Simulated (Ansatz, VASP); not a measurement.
**One calculation of CdSe, two programs**

```
Cd Se
1.0
    -0.34083    2.94349    3.09841
     3.09841   -0.34083    3.09841
     2.75759    2.60267    0.00000
Cd Se
1 1
Cartesian
  0.0000 0.0000 0.0000
  4.1364 3.9040 4.6476
```

Change from the starting cell: engineering shear strain xz -0.2200, normal strain along z -0.0500.

Alike in both runs: task single point; functional PBE; k mesh 10 × 10 × 10; occupations gaussian, width 0.05 eV; no spin polarisation.

|  | VASP | Ansatz |
| --- | --- | --- |
| version | VASP 6.6.1 | Ansatz 0.2.0 |
| potentials or method | VASP PAW PBE potentials, release 64 (Cd, Se), cutoff 520 eV | scalar-relativistic, plane waves, PAW |
| valence electrons in the cell | 18 | 36 |

|  | VASP | Ansatz | Ansatz less VASP |
| --- | --- | --- | --- |
| gap on the k mesh at the Fermi level (eV) | 0.04 | 0.05 | +0.006 |
| least direct gap on the mesh (eV) | 0.04 | 0.05 | +0.006 |
| pressure (GPa) | 7.1 | 6.7 | -0.41 |
| traceless stress, the component that is largest in VASP (GPa) | 11.56 | 11.30 | -0.262 |
| rms of the force components (eV/Å) | 1.082 | 1.043 | -0.0392 |

Atom by atom the forces differ by 0.039 eV/Å (rms over components). VASP's potentials hold 18 valence electrons a cell and Ansatz's 36, so a difference there can come from the potentials and not from the codes.
